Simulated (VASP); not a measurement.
Ga3AsP2, 6 atoms in the cell. Symmetry: P3m1, No. 156, trigonal system. The conventional cell has a = 3.948 Å, b = 3.948 Å, c = 9.677 Å, α = 90.00°, β = 90.00°, γ = 120.00°. Within 3.1 Å of Ga (site symmetry 3m) lie 1 P at 2.38 Å and 3 As at 2.44 Å. Ga (site symmetry 3m) has 3 P at 2.41 Å and 1 As at 2.48 Å within 3.2 Å. Within 3.2 Å of Ga (site symmetry 3m) lie 4 P at 2.39 to 2.41 Å. Within 3.2 Å of P (site symmetry 3m) lie 4 Ga at 2.39 to 2.41 Å. Within 3.1 Å of P (site symmetry 3m) lie 4 Ga at 2.38 to 2.41 Å. As (site symmetry 3m) has 4 Ga at 2.44 to 2.48 Å within 3.2 Å. 

* Program: VASP 6.6.1
* Task: single point
* Functional: PBE
* Potentials or basis: VASP PAW PBE potentials, release 64 (Ga_d, P, As)
* Cutoff: 520 eV
* k mesh: 12 × 12 × 4
* Occupations: gaussian, width 0.02 eV
* Spin: no spin polarisation
* Dipole correction: no
* Further INCAR settings: ALGO = Normal; EDIFF = 1e-06; NBANDS = 36

Potentials or basis: VASP PAW PBE potentials, release 64 (Ga_d, P, As).

The run is started by

```bash
$ cat potpaw_PBE.64/Ga_d/POTCAR potpaw_PBE.64/P/POTCAR potpaw_PBE.64/As/POTCAR > POTCAR
$ mpirun -np 1 vasp_std > vasp.out
```

Hardware: 1 thread of Intel Xeon 6975P-C (shared host).

Question: Estimate the wall time of this run.

Answer: Run time: 5.1 min on 1 thread of Intel Xeon 6975P-C (shared host), peak memory 0.43 GiB. Counts: scf iterations 15, k points 69.
